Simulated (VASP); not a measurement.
**SnTe: single point with LDA**

The system is SnTe.

```
CELL_PARAMETERS angstrom
0.00000 3.19231 3.19231
3.19231 0.00000 3.19231
3.19231 3.19231 0.00000
ATOMIC_POSITIONS crystal
Te 0.50000 0.50000 0.50000
Sn 0.00000 0.00000 0.00000
```

This cell differs from its parent crystal: volume scaled by 1.04.

* Program: VASP 6.6.1
* Task: single point
* Functional: LDA
* Potentials or basis: VASP PAW LDA potentials, release 64 (Te, Sn_d)
* Cutoff: 520 eV
* k mesh: 7 × 7 × 7
* Occupations: fermi-dirac, width 0.05 eV
* Spin: no spin polarisation

| Quantity | Value |
| --- | --- |
| Pressure | -3.1 GPa |

Levels at points of the mesh, in eV from the Fermi level:
```
           k point  band 7  band 8  band 9  band 10  band 11  band 12  band 13  band 14
(0.00, 0.00, 0.00)   -4.94   -2.02   -2.02    -2.02     3.20     3.20     3.20     4.84
```

Wall time 46 s on 1 thread of AMD EPYC 7R13 (shared host), peak memory 0.15 GiB.

Caveat: this odd mesh misses L, where the gap lies, so gap, dielectric constants and Born charges aren't listed; spin-orbit coupling is left out, which moves the levels of the heavy elements.
